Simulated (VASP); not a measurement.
A run of VASP 6.6.1 is set up as follows.

The input INCAR:

```
ALGO = Normal ; EDIFF = 1E-6
ENCUT = 520 ; GGA = PS
ISIF = 2 ; ISMEAR = -1
LASPH = T ; LCHARG = T
LELF = T ; LREAL = F
LVHAR = T ; LWAVE = F
NBANDS = 27 ; NELM = 100
PREC = Accurate ; SIGMA = 0.03
```

The input KPOINTS:

```
k-points
0
Gamma
  4 4 4
```

POSCAR

```
LiSnBr3
1.0
    5.7297061599      0.0000000000      0.0000000000
    0.0000000000      5.7297061599      0.0000000000
    0.0000000000      0.0000000000      5.7297061599
Li Sn Br
1 1 3
Direct
    0.0000000000      0.0000000000      0.0000000000
    0.5000000000      0.5000000000      0.5000000000
    0.0000000000      0.5000000000      0.5000000000
    0.5000000000      0.0000000000      0.5000000000
    0.5000000000      0.5000000000      0.0000000000
```

Potentials or basis: VASP PAW PBE potentials, release 64 (Li_sv, Sn_d, Br).

The run is started by

```sh
$ cat potpaw_PBE.64/Li_sv/POTCAR potpaw_PBE.64/Sn_d/POTCAR potpaw_PBE.64/Br/POTCAR > POTCAR
$ mpirun -np 1 vasp_std > vasp.out
```

Problem. Predict the band gap on the k mesh.

Solution. 0.15 eV, direct.

Caveat: spin-orbit coupling is left out, which moves the levels of the heavy elements. A k mesh can miss the band edges.
